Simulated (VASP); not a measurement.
Set up this calculation in VASP 6.6.1, as the native input.

| Property | Result |
| --- | --- |
| Task | electric field gradients |
| Functional | PBE |
| Potentials or basis | VASP PAW PBE potentials, release 64 (Sn_d, Te) |
| Cutoff | 400 eV |
| k mesh | 10 × 10 × 10 |
| Occupations | fermi-dirac, width 0.05 eV |
| Spin | no spin polarisation |
| Dipole correction | no |
| Further INCAR settings | ALGO = Normal; EDIFF = 1e-08; NBANDS = 20 |

The structure of SnTe2 (fluorite type) lies in POSCAR:

```
SnTe2
1.0
    0.0000000000      3.7591167463      3.7591167463
    3.7591167463      0.0000000000      3.7591167463
    3.7591167463      3.7591167463      0.0000000000
Sn Te
1 2
Direct
    0.0000000000      0.0000000000      0.0000000000
    0.2500000000      0.2500000000      0.2500000000
    0.7500000000      0.7500000000      0.7500000000
```

One way to write it, as run:

INCAR

```
SYSTEM = SnTe2
ALGO = Normal
EDIFF = 1E-8
ENCUT = 400
GGA = PE
GGA_COMPAT = .False.
ISIF = 2
ISMEAR = -1
LASPH = .True.
LCHARG = .False.
LEFG = .True.
LREAL = .False.
LWAVE = .False.
NBANDS = 20
NELM = 120
PREC = Accurate
SIGMA = 0.05
```

KPOINTS

```
k-points
0
Gamma
  10 10 10
  0 0 0
```

Potentials or basis: VASP PAW PBE potentials, release 64 (Sn_d, Te).

Command:

```console
$ cat potpaw_PBE.64/Sn_d/POTCAR potpaw_PBE.64/Te/POTCAR > POTCAR
$ mpirun -np 1 vasp_std > vasp.out
```

It gave:

```yaml
Pressure: -1.0 GPa
Band_gap_on_the_k_mesh: zero (bands 13 and 14 overlap by 1.90 eV)
Largest_electric_field_gradient_by_atom: zero within the noise of the run
```

Caveat: spin-orbit coupling is left out, which moves the levels of the heavy elements.

Wall time 2.1 min on 1 thread of Intel Xeon 8259CL (shared host), peak memory 0.24 GiB.
